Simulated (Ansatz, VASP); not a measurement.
## Two plane-wave programs on SnO2

```
Sn O
1.0
     1.61677    0.93344    4.91826
    -1.61677    0.93344    4.91826
     0.00000   -1.86688    4.91826
Sn O
1 2
Direct
  0.50000 0.50000 0.50000
  0.24640 0.24640 0.24640
  0.75360 0.75360 0.75360
```

Alike in both runs: task single point; functional PBE; k mesh 12 × 12 × 12; occupations gaussian, width 0.05 eV; no spin polarisation.

|  | VASP | Ansatz |
| --- | --- | --- |
| version | VASP 6.6.1 | Ansatz 0.2.0 |
| potentials or method | VASP PAW PBE potentials, release 64 (Sn_d, O), cutoff 520 eV | scalar-relativistic, plane waves, PAW |
| valence electrons in the cell | 26 | 26 |

```csv
,VASP,Ansatz,Ansatz less VASP
gap on the k mesh at the Fermi level (eV),1.57,1.59,+0.025
least direct gap on the mesh (eV),1.57,1.59,+0.025
pressure (GPa),-10.3,-10.8,-0.45
"traceless stress, the component that is largest in VASP (GPa)",-5.68,-5.48,+0.193
rms of the force components (eV/Å),0.944,0.970,+0.0261
```

Atom by atom the forces differ by 0.026 eV/Å (rms over components).
